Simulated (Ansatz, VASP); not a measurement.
**PbSe: VASP beside Ansatz**

```
Pb Se
1.0
     0.00000    3.05150    3.05150
     3.05150    0.00000    3.05150
     3.05150    3.05150    0.00000
Pb Se
1 1
Cartesian
  0.0000 0.0000 0.0000
  3.0515 3.0515 3.0515
```

Alike in both runs: task single point; functional PBEsol; k mesh 4 × 4 × 4; occupations gaussian, width 0.01 eV; no spin polarisation.

```csv
,VASP,Ansatz
version,VASP 6.6.1,Ansatz 0.2.0
potentials or method,"VASP PAW PBE potentials, release 64 (Pb_d, Se), cutoff 500 eV","scalar-relativistic, plane waves, PAW"
valence electrons in the cell,20,30
```

```tsv
	VASP	Ansatz	Ansatz less VASP
gap on the k mesh at the Fermi level (eV)	0.17	0.18	+0.004
least direct gap on the mesh (eV)	0.17	0.18	+0.004
pressure (GPa)	0.0	0.0	+0.01
```

VASP's potentials were made for PBE, not for PBEsol, and Ansatz warns of the same on its side. With one functional, cell and mesh, what is left measures potentials, basis and numerics. VASP's potentials hold 20 valence electrons a cell and Ansatz's 30, so a difference there can come from the potentials and not from the codes.

The k mesh is coarse, so the values compare programs but aren't converged. Spin-orbit coupling is off throughout.
